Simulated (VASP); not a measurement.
Here is a VASP 6.6.1 calculation.

File INCAR:

```
PREC = Accurate
ENCUT = 520
EDIFF = 1E-6
ISMEAR = 0
SIGMA = 0.05
LREAL = F
LASPH = T
NELM = 80
ALGO = Normal
ISIF = 2
LWAVE = F
LCHARG = F
GGA = PE
NBANDS = 38
```

KPOINTS

```
Automatic mesh
0
Gamma
  8 10 6
```

The input POSCAR:

```
SiNi
1.0
    5.1189936477      0.0000000000      0.0000000000
    0.0000000000      3.3597504147      0.0000000000
    0.0000000000      0.0000000000      5.5707606855
Si Ni
4 4
Direct
    0.3222998009      0.7500000000      0.0848865513
    0.1777001991      0.2500000000      0.5848865513
    0.8222998009      0.7500000000      0.4151134487
    0.6777001991      0.2500000000      0.9151134487
    0.0091445005      0.2500000000      0.1874519891
    0.4908554995      0.7500000000      0.6874519891
    0.5091445005      0.2500000000      0.3125480109
    0.9908554995      0.7500000000      0.8125480109
```

Potentials or basis: VASP PAW PBE potentials, release 64 (Si, Ni).

Run with:

```sh
$ cat potpaw_PBE.64/Si/POTCAR potpaw_PBE.64/Ni/POTCAR > POTCAR
$ mpirun -np 1 vasp_std > vasp.out
```

Problem. Estimate the largest force.

Solution. 0.011 eV/Å.

Problem. Predict the band gap on the k mesh.

Solution. Zero (band 28 reaches 11.67 eV, above the bottom of band 29 at 9.83 eV).

Problem. Predict the pressure.

Solution. 3.5 GPa.

Stress tensor (GPa, compression positive):
```
3.53 0.00 0.00
0.00 3.42 0.00
0.00 0.00 3.55
```

 Spin polarisation is off, so any magnetic state and its effect on volume and gap are missing.
